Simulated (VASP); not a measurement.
Set up this calculation in VASP 6.6.1, as the native input.

```yaml
Task: single point
Functional: PBE
Potentials_or_basis: VASP PAW PBE potentials, release 64 (C)
Cutoff: 600 eV
k_mesh: 8 × 8 × 6
Occupations: gaussian, width 0.1 eV
Spin: no spin polarisation
Dipole_correction: no
Further_INCAR_settings: ALGO = Normal; EDIFF = 1e-06; NBANDS = 11
```

The structure of C lies in POSCAR:

```
C
1.0
    2.1355911969     -1.2332548081     -0.0452440396
    2.1355911969      1.2332548081     -0.0452440396
   -0.1520794071      0.0000000000      4.1269267146
C
2
Direct
    0.3333342170      0.3333342170      0.0000005725
    0.6666657830      0.6666657830      0.9999994275
```

One way to write it, as run:

INCAR

```
  PREC = Accurate
  ENCUT = 600
  EDIFF = 1E-6
  ISMEAR = 0
  SIGMA = 0.1
  LREAL = F
  LASPH = T
  NELM = 120
  ALGO = Normal
  ISIF = 2
  LWAVE = F
  LCHARG = F
  GGA = PE
  NBANDS = 11
  GGA_COMPAT = F
```

KPOINTS

```
Automatic mesh
0
Gamma
  8 8 6
```

Potentials or basis: VASP PAW PBE potentials, release 64 (C).

Launch:

```console
$ cat potpaw_PBE.64/C/POTCAR > POTCAR
$ mpirun -np 1 vasp_std > vasp.out
```

It gave:

```json
{
  "Pressure": "0.1 GPa",
  "Band gap on the k mesh": "1.62 eV, indirect (least direct gap 1.94 eV)"
}
```

Caveat: this functional lacks dispersion, which binds the layers, so the pressure and a relaxed spacing across them are unreliable.

Wall time 10 s on 1 thread of Intel(R) Xeon(R) 6975P-C (Granite Rapids), with other jobs on the host, peak memory 0.14 GiB.
